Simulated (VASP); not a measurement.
# GdGaH (P4/mmm) in VASP: single point with PBE

Aim: the single point of GdGaH with PBE.

All numbers are computed with VASP 6.6.1; they aren't measurements. Logs are shortened: lines on timing, memory, paths and dates and some standing lists are left out, and cuts for length are marked.

## Step 1: The cell of the first run

The structure is tetragonal, space group P4/mmm (No. 123). The conventional cell has a = 3.775 Å, b = 3.775 Å, c = 4.468 Å, α = 90.00°, β = 90.00°, γ = 90.00°. Gd (site symmetry 4/mmm) has 2 Ga at 2.23 Å and 4 H at 2.67 Å within 3.0 Å. Within 3.0 Å of Ga (site symmetry 4/mmm) lie 2 Gd at 2.23 Å. H (site symmetry 4/mmm) has 4 Gd at 2.67 Å and 8 Ga at 3.48 Å within 3.5 Å.

The cell was built from a structure type or drawn by symmetry, and may not be a known phase.

## Step 2: Single point, PBE, collinear spin, ferromagnetic start

File INCAR:

```
PREC = Accurate
ENCUT = 520
EDIFF = 1E-7
ISMEAR = 0
SIGMA = 0.1
LREAL = F
LASPH = T
NELM = 150
ALGO = Normal
ISIF = 2
LWAVE = F
LCHARG = F
ISPIN = 2
MAGMOM = 7 0 0
LORBIT = 11
LMAXMIX = 6
GGA = PE
NBANDS = 27
```

File KPOINTS:

```
Automatic mesh
0
Gamma
  4 4 4
```

File POSCAR:

```
GdGaH
1.0
    3.7751599000      0.0000000000      0.0000000000
    0.0000000000      3.7751599000      0.0000000000
    0.0000000000      0.0000000000      4.4684521200
Gd Ga H
1 1 1
Direct
    0.5000000000      0.5000000000      0.0000000000
    0.5000000000      0.5000000000      0.5000000000
    0.0000000000      0.0000000000      0.0000000000
```

Potentials or basis: VASP PAW PBE potentials, release 64 (Gd, Ga_d, H).

The run is started by

```bash
$ cat potpaw_PBE.64/Gd/POTCAR potpaw_PBE.64/Ga_d/POTCAR potpaw_PBE.64/H/POTCAR > POTCAR
$ mpirun -np 1 vasp_std > vasp.out
```

OUTCAR:

```text
PREC = Accurate
   ENCUT = 520
   EDIFF = 1E-7
   ISMEAR = 0
   LREAL = F
   LASPH = T
   NELM = 150
   ISIF = 2
   ISPIN = 2
   LORBIT = 11
   GGA = PE

 ion  position               nearest neighbor table
   1  0.500  0.500  0.000-   2 2.23   2 2.23
   2  0.500  0.500  0.500-   1 2.23   1 2.23
   3  0.000  0.000  0.000-

  LATTYP: Found a simple tetragonal cell.
 ALAT       =     3.7751599000
 C/A-ratio  =     1.1836457894

  Lattice vectors:

 A1 = (   3.7751599000,   0.0000000000,   0.0000000000)
 A2 = (   0.0000000000,   3.7751599000,   0.0000000000)
 A3 = (   0.0000000000,   0.0000000000,   4.4684521200)

Analysis of symmetry for initial positions (statically):
=====================================================================
 Subroutine PRICEL returns:
 Original cell was already a primitive cell.

 Routine SETGRP: Setting up the symmetry group for a
 simple tetragonal supercell.

 Subroutine GETGRP returns: Found 16 space group operations
 (whereof 16 operations were pure point group operations)
 out of a pool of 16 trial point group operations.

The static configuration has the point symmetry D_4h.

Analysis of symmetry for dynamics (positions and initial velocities):
=====================================================================
 Subroutine PRICEL returns:
 Original cell was already a primitive cell.

 Routine SETGRP: Setting up the symmetry group for a
 simple tetragonal supercell.

 Subroutine GETGRP returns: Found 16 space group operations
 (whereof 16 operations were pure point group operations)
 out of a pool of 16 trial point group operations.

The dynamic configuration has the point symmetry D_4h.

Analysis of structural, dynamic, and magnetic symmetry:
=====================================================================
 Subroutine PRICEL returns:
 Original cell was already a primitive cell.

 Routine SETGRP: Setting up the symmetry group for a
 simple tetragonal supercell.

 Subroutine GETGRP returns: Found 16 space group operations
 (whereof 16 operations were pure point group operations)
 out of a pool of 16 trial point group operations.

The overall configuration has the point symmetry D_4h.

 Subroutine INISYM returns: Found 16 space group operations
 (whereof 16 operations are pure point group operations),
 and found     1 'primitive' translations

----------------------------------------------------------------------------------------

                                     Primitive cell

  volume of cell :      63.6836

  direct lattice vectors                    reciprocal lattice vectors
     3.775159900  0.000000000  0.000000000     0.264889442  0.000000000  0.000000000
     0.000000000  3.775159900  0.000000000     0.000000000  0.264889442  0.000000000
     0.000000000  0.000000000  4.468452120     0.000000000  0.000000000  0.223791141

  length of vectors
     3.775159900  3.775159900  4.468452120     0.264889442  0.264889442  0.223791141

  position of ions in fractional coordinates (direct lattice)
     0.500000000  0.500000000  0.000000000
     0.500000000  0.500000000  0.500000000
     0.000000000  0.000000000  0.000000000

  ion indices of the primitive-cell ions
   primitive index   ion index
                 1           1
                 2           2
                 3           3

----------------------------------------------------------------------------------------

 KPOINTS: Automatic mesh

Automatic generation of k-mesh.
 Grid dimensions read from file:
 generate k-points for:    4    4    4

 Generating k-lattice:

  Cartesian coordinates                     Fractional coordinates (reciprocal lattice)
     0.066222361  0.000000000  0.000000000     0.250000000  0.000000000  0.000000000
     0.000000000  0.066222361  0.000000000     0.000000000  0.250000000  0.000000000
     0.000000000  0.000000000  0.055947785     0.000000000  0.000000000  0.250000000

  Length of vectors
     0.066222361  0.066222361  0.055947785

  Shift w.r.t. Gamma in fractional coordinates (k-lattice)
     0.000000000  0.000000000  0.000000000

 Subroutine IBZKPT returns following result:
 ===========================================

 Found     18 irreducible k-points:

 Following reciprocal coordinates:
            Coordinates               Weight
  0.000000  0.000000  0.000000      1.000000
  0.250000  0.000000  0.000000      4.000000
  0.500000  0.000000  0.000000      2.000000
  0.250000  0.250000  0.000000      4.000000
  0.500000  0.250000  0.000000      4.000000
  0.500000  0.500000  0.000000      1.000000
[... 10 lines left out ...]
  0.500000  0.250000  0.500000      4.000000
  0.500000  0.500000  0.500000      1.000000
   k-points           NKPTS =     18   k-points in BZ     NKDIM =     18   number of bands    NBANDS=     27
   number of dos      NEDOS =    301   number of ions     NIONS =      3
   total plane-waves  NPLWV =  28224
   dimension x,y,z NGX =    28 NGY =   28 NGZ =   36
   dimension x,y,z NGXF=    56 NGYF=   56 NGZF=   72
   ions per type =               1   1   1
   NGX,Y,Z   is equivalent  to a cutoff of  12.33, 12.33, 13.39 a.u.
   NGXF,Y,Z  is equivalent  to a cutoff of  24.66, 24.66, 26.79 a.u.
 SYSTEM =  unknown system
   PREC   = accura    normal or accurate (medium, high low for compatibility)
   ISTART =      0    job   : 0-new  1-cont  2-samecut
   ICHARG =      2    charge: 1-file 2-atom 10-const
   ISPIN  =      2    spin polarized calculation?
   LNONCOLLINEAR =      F non collinear calculations
   LSORBIT =      F    spin-orbit coupling
   LASPH  =      T    aspherical Exc in radial PAW
   ENCUT  =  520.0 eV  38.22 Ry    6.18 a.u.   7.02  7.02  8.31*2*pi/ulx,y,z
   NELM   =    150;   NELMIN=  2; NELMDL= -5     # of ELM steps
   EDIFF  = 0.1E-06   stopping-criterion for ELM
   LREAL  =      F    real-space projection
   EDIFFG = 0.1E-05   stopping-criterion for IOM
   NSW    =      0    number of steps for IOM
   IBRION =     -1    ionic relax: 0-MD 1-quasi-New 2-CG
   NFREE  =      0    steps in history (QN), initial steepest desc. (CG)
   ISIF   =      2    stress and relaxation
   ISYM   =      2    0-nonsym 1-usesym 2-fastsym
   POTIM  = 0.5000    time-step for ionic-motion
   TEBEG  =    0.0;   TEEND  =   0.0 temperature during run
   PSTRESS=    0.0 pullay stress
   NELECT =      32.0000    total number of electrons
   NUPDOWN=      -1.0000    fix difference up-down
   EMIN   =  10.00;   EMAX   =-10.00  energy-range for DOS
   EFERMI =   0.00;   METHOD = LEGACY
   ISMEAR =     0;   SIGMA  =   0.10  broadening in eV -4-tet -1-fermi 0-gaus
   EFERMI_NEDOS =   21; number of points for ismear=-14 and -15
   IALGO  =     38    algorithm
   IMIX   =      4    mixing-type and parameters
     AMIX     =   0.40;   BMIX     =  1.00
     AMIX_MAG =   1.60;   BMIX_MAG =  1.00
  volume/ion in A,a.u.               =      21.23       143.25
  Fermi-wavevector in a.u.,A,eV,Ry     =   1.301514  2.459505 23.047440  1.693939
  Thomas-Fermi vector in A             =   2.432643
   LORBIT       =     11    0 simple, 1 ext, 2 COOP (PROOUT), +10 PAW based schemes
   GGA     = PE    functional components
   LHFCALC =     F    Hartree Fock is set to
   AEXX    =    0.0000 exact exchange contribution
   IVDW    =     0    specifies the selected vdW correction
   LEPSILON=     F    determine dielectric tensor
   LRPA    =     F    only Hartree local field effects (RPA)
 spin polarized calculation
 Gauss-broadening in eV      SIGMA  =   0.10
  energy-cutoff  :      520.00
  volume of cell :       63.68
 maximum number of plane-waves:      1742
   NGX = 15   NGY = 15   NGZ = 17

 number of electron      31.9999997 magnetization       7.1116400

 Free energy of the ion-electron system (eV)
  ---------------------------------------------------
  ext. energy  EPLUGINS =         0.00000000
  ---------------------------------------------------
  free energy    TOTEN  =       -13.80924110 eV

  energy without entropy =      -13.80291480  energy(sigma->0) =      -13.80607795

 E-fermi :   2.1745     XC(G=0):  -9.3527

 val. band max:        2.1630376068   @ k =   0.5000   0.2500   0.2500
 cond. band min:       2.1942799156   @ k =   0.0000   0.0000   0.0000
 fundamental gap:      0.0312423088
 Fermi energy:         2.1744615641

 spin component 1

 k-point     1 :       0.0000    0.0000    0.0000
  band No.  band energies     occupation
      1     -42.9093      1.00000
      2     -20.9702      1.00000
      3     -20.1890      1.00000
      4     -20.1890      1.00000
      5     -13.1528      1.00000
      6     -12.8966      1.00000
[... 19 lines left out ...]
     26       7.3682      0.00000
     27      10.2854      0.00000
[... 481 lines left out ...]
 k-point    18 :       0.5000    0.5000    0.5000
  band No.  band energies     occupation
      1     -42.8770      1.00000
      2     -21.3398      1.00000
      3     -20.4197      1.00000
      4     -20.4197      1.00000
      5     -12.8146      1.00000
      6     -12.8146      1.00000
[... 19 lines left out ...]
     26       8.6868      0.00000
     27       8.9764      0.00000
 Fermi energy:         2.1744615641

 spin component 2

 k-point     1 :       0.0000    0.0000    0.0000
  band No.  band energies     occupation
      1     -39.7819      1.00000
      2     -18.8518      1.00000
      3     -17.9117      1.00000
      4     -17.9117      1.00000
      5     -13.1086      1.00000
      6     -12.8827      1.00000
[... 19 lines left out ...]
     26       7.8639      0.00000
     27      10.7526      0.00000
[... 481 lines left out ...]
 k-point    18 :       0.5000    0.5000    0.5000
  band No.  band energies     occupation
      1     -39.7392      1.00000
      2     -19.3904      1.00000
      3     -18.2027      1.00000
      4     -18.2027      1.00000
      5     -12.7731      1.00000
      6     -12.7731      1.00000
[... 19 lines left out ...]
     26       9.5463      0.00000
     27      10.1832      0.00000

------------------------ aborting loop because EDIFF is reached ----------------------------------------

  FORCE on cell =-STRESS in cart. coord.  units (eV):
  Direction    XX          YY          ZZ          XY          YZ          ZX
  --------------------------------------------------------------------------------------
  -------------------------------------------------------------------------------------
  Total       -3.5693448     -3.5693448     30.4502013      0.0000000      0.0000000      0.0000000
  in kB      -89.7989532    -89.7989532    766.0779081      0.0000000      0.0000000      0.0000000
  external PRESSURE =     195.4933339 kB  Pullay stress =       0.0000000 kB

 VOLUME and BASIS-vectors are now :
 -----------------------------------------------------------------------------
  energy-cutoff  :      520.00
  volume of cell :       63.68
      direct lattice vectors                 reciprocal lattice vectors
     3.775159900  0.000000000  0.000000000     0.264889442  0.000000000  0.000000000
     0.000000000  3.775159900  0.000000000     0.000000000  0.264889442  0.000000000
     0.000000000  0.000000000  4.468452120     0.000000000  0.000000000  0.223791141

 POSITION                                       TOTAL-FORCE (eV/Angst)
 -----------------------------------------------------------------------------------
      1.88758      1.88758      0.00000         0.000000      0.000000      0.000000
      1.88758      1.88758      2.23423         0.000000      0.000000      0.000000
      0.00000      0.00000      0.00000         0.000000      0.000000      0.000000
 -----------------------------------------------------------------------------------
    total drift:                                0.000000      0.000000      0.000000

  FREE ENERGIE OF THE ION-ELECTRON SYSTEM (eV)
  ---------------------------------------------------
  free  energy   TOTEN  =       -13.8092410981 eV

  energy  without entropy=      -13.8029147998  energy(sigma->0) =      -13.80607795

 total charge

# of ion       s       p       d       f       tot
--------------------------------------------------
    1        2.065   5.560   0.846   7.068  15.539
    2        1.199   0.839   9.971   0.000  12.009
    3        0.473   0.002   0.000   0.000   0.475
--------------------------------------------------
tot          3.737   6.402  10.817   7.068  28.023

 magnetization (x)

# of ion       s       p       d       f       tot
--------------------------------------------------
    1        0.006  -0.073   0.169   6.705   6.808
    2       -0.004  -0.008   0.017   0.000   0.005
    3       -0.025   0.001   0.000   0.000  -0.024
--------------------------------------------------
tot         -0.023  -0.080   0.187   6.705   6.789
```

Wall time 2.7 min (1 thread of Intel Xeon 8259CL, shared host); peak memory 0.24 GiB.

Results:

- Free energy: -13.8092 eV
- Pressure: 19.5 GPa
- Net moment: 7.11 μB per cell
- Site moments: Gd +6.81; Ga +0.01; H -0.02 μB
- Valence electrons inside the program's atomic spheres: Gd 15.54; Ga 12.01; H 0.47

Caveat: the k points lie up to 0.42 Å⁻¹ apart; spin-orbit coupling is left out, which moves the levels of the heavy elements; semilocal functionals describe open f shells poorly, which spoils levels, moments and volumes. The state reached can hang on the start; a lower one may exist.
